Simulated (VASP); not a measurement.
Here is a VASP 6.6.1 calculation.

POSCAR

```
GaP
1.0
    0.0000000000      2.5513725536      2.5513725536
    2.5513725536      0.0000000000      2.5513725536
    2.5513725536      2.5513725536      0.0000000000
Ga P
1 1
Direct
    0.0000000000      0.0000000000      0.0000000000
    0.5000000000      0.5000000000      0.5000000000
```

File INCAR.step1:

```
SYSTEM = GaP
ALGO = Normal ; EDIFF = 1E-4
ENCUT = 520 ; GGA = PE
ISMEAR = -1 ; LASPH = .True.
LCHARG = .False. ; LREAL = .False.
LWAVE = .True. ; NBANDS = 16
NELM = 60 ; PREC = Accurate
SIGMA = 0.03
```

Contents of INCAR.step2:

```
SYSTEM = GaP
ALGO = Normal ; BPARAM = 11.95
CPARAM = 0.0093 ; EDIFF = 1E-6
ENCUT = 520 ; ISIF = 2
ISMEAR = -1 ; ISTART = 1
IVDW_NL = 2 ; LASPH = .True.
LCHARG = .True. ; LELF = .True.
LMIXTAU = .True. ; LREAL = .False.
LUSE_VDW = .True. ; LVHAR = .True.
LWAVE = .False. ; METAGGA = R2SCAN
NBANDS = 16 ; NELM = 60
PREC = Accurate ; SIGMA = 0.03
```

KPOINTS

```
k-points
0
Gamma
  8 8 8
  0 0 0
```

Potentials or basis: VASP PAW PBE potentials, release 64 (Ga_d, P).

The run is started by

```console
$ cat potpaw_PBE.64/Ga_d/POTCAR potpaw_PBE.64/P/POTCAR > POTCAR
$ cp INCAR.step1 INCAR
$ mpirun -np 1 vasp_std > vasp.out
$ cp INCAR.step2 INCAR
$ mpirun -np 1 vasp_std > vasp.out
```

Question: Predict the band gap on the k mesh.

Answer: Zero (band 9 reaches 7.13 eV, above the bottom of band 10 at 3.73 eV).

Question: Predict the pressure.

Answer: -0.2 GPa.

Caveat: the PAW data sets were made with another functional, which shifts forces and pressure a little.
